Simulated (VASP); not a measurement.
Set up this calculation in VASP 6.6.1, as the native input.

```
Task                   : relaxation of cell and atoms
Functional             : PBE
Potentials or basis    : VASP PAW PBE potentials, release 64 (Mg, H)
Cutoff                 : 600 eV
k mesh                 : 6 × 6 × 6
Occupations            : gaussian, width 0.1 eV
Spin                   : no spin polarisation
Dipole correction      : no
Further INCAR settings : ALGO = Normal; EDIFF = 1e-06; IBRION = 2; EDIFFG = -0.04; NSW = 90; ISIF = 3
```

The structure of MgH2 lies in POSCAR:

```
MgH2
1.0
    3.2344880594      0.0000000000      0.0000000000
    0.0000000000      3.2344880594      0.0000000000
    0.0000000000      0.0000000000      2.7138639189
Mg H
1 2
Direct
    0.5000000000      0.5000000000      0.0000000000
    0.0000000000      0.5000000000      0.5000000000
    0.5000000000      0.0000000000      0.5000000000
```

The input as run:

INCAR

```
SYSTEM = MgH2
PREC = Accurate
ENCUT = 600
EDIFF = 1E-6
ISMEAR = 0
SIGMA = 0.1
LREAL = .FALSE.
LASPH = .TRUE.
NELM = 60
ALGO = Normal
ISIF = 3
LWAVE = .FALSE.
LCHARG = .FALSE.
GGA = PE
IBRION = 2
NSW = 90
EDIFFG = -0.04
```

KPOINTS

```
regular mesh
0
G
  6 6 6
  0 0 0
```

Potentials or basis: VASP PAW PBE potentials, release 64 (Mg, H).

Command:

```sh
$ cat potpaw_PBE.64/Mg/POTCAR potpaw_PBE.64/H/POTCAR > POTCAR
$ mpirun -np 1 vasp_std > vasp.out
```

It gave:

```
Relaxed volume                         : 9.46 Å³/atom
Relaxed cell                           : a = 3.258 Å, b = 3.258 Å, c = 2.673 Å, α = 90.00°, β = 90.00°, γ = 90.00°
Space group after relaxing (to 0.05 Å) : P4/mmm (No. 123)
Energy gained by relaxing              : 2.6 meV/atom
Ionic steps                            : 3
Pressure after relaxing                : 0.3 GPa
Band gap on the k mesh                 : zero (band 2 reaches 2.83 eV, above the bottom of band 3 at 1.69 eV)
```

Caveat: the k points lie up to 0.39 Å⁻¹ apart in the final cell.

It took 6.5 s on 1 thread of AMD EPYC 9R45 96-Core Processor (Zen 5), on a shared host, peak memory 0.12 GiB.
